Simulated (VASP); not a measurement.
Write the native input for VASP 6.6.1 that does the following.

- Task: single point
- Functional: PBE
- Potentials or basis: VASP PAW PBE potentials, release 64 (Ca_sv, Te, Ru_pv)
- Cutoff: 520 eV
- k mesh: 4 × 4 × 2
- Occupations: gaussian, width 0.1 eV
- Spin: no spin polarisation
- Dipole correction: no
- Further INCAR settings: ALGO = Normal; EDIFF = 1e-06; NBANDS = 41

The structure of Ca3TeRu2 lies in POSCAR:

```
Ca3TeRu2
1.0
    4.1163680300      0.0000000000      0.0000000000
    0.0000000000      4.1163680300      0.0000000000
    0.0000000000      0.0000000000      8.4786822600
Ca Te Ru
3 1 2
Direct
    0.5000000000      0.5000000000      0.7705868500
    0.5000000000      0.5000000000      0.2294131500
    0.0000000000      0.0000000000      0.5000000000
    0.5000000000      0.5000000000      0.5000000000
    0.0000000000      0.5000000000      0.6147058400
    0.5000000000      0.0000000000      0.3852941600
```

The cell was generated, and may not be a known phase.

One way to write it, as run:

INCAR

```
SYSTEM = Ca3TeRu2
  ALGO = Normal
  EDIFF = 1E-6
  ENCUT = 520
  GGA = PE
  ISIF = 2
  ISMEAR = 0
  LASPH = .True.
  LCHARG = .False.
  LREAL = .False.
  LWAVE = .False.
  NBANDS = 41
  NELM = 80
  PREC = Accurate
  SIGMA = 0.1
```

KPOINTS

```
k-points
0
Gamma
  4 4 2
  0 0 0
```

Potentials or basis: VASP PAW PBE potentials, release 64 (Ca_sv, Te, Ru_pv).

Launch:

```console
$ cat potpaw_PBE.64/Ca_sv/POTCAR potpaw_PBE.64/Te/POTCAR potpaw_PBE.64/Ru_pv/POTCAR > POTCAR
$ mpirun -np 1 vasp_std > vasp.out
```

It gave:

```yaml
Pressure: 61.3 GPa
Largest_force: 11.833 eV/Å
Band_gap_on_the_k_mesh: zero (bands 32 and 33 overlap by 0.34 eV)
```

Caveat: the k points lie up to 0.38 Å⁻¹ apart; spin-orbit coupling is left out, which moves the levels of the heavy elements; forces of over 1 eV/Å act on the atoms, so gaps and moduli don't describe the material at rest.

Wall time 38 s on 1 thread of Intel(R) Xeon(R) 6975P-C (Granite Rapids) (shared host), peak memory 0.27 GiB.
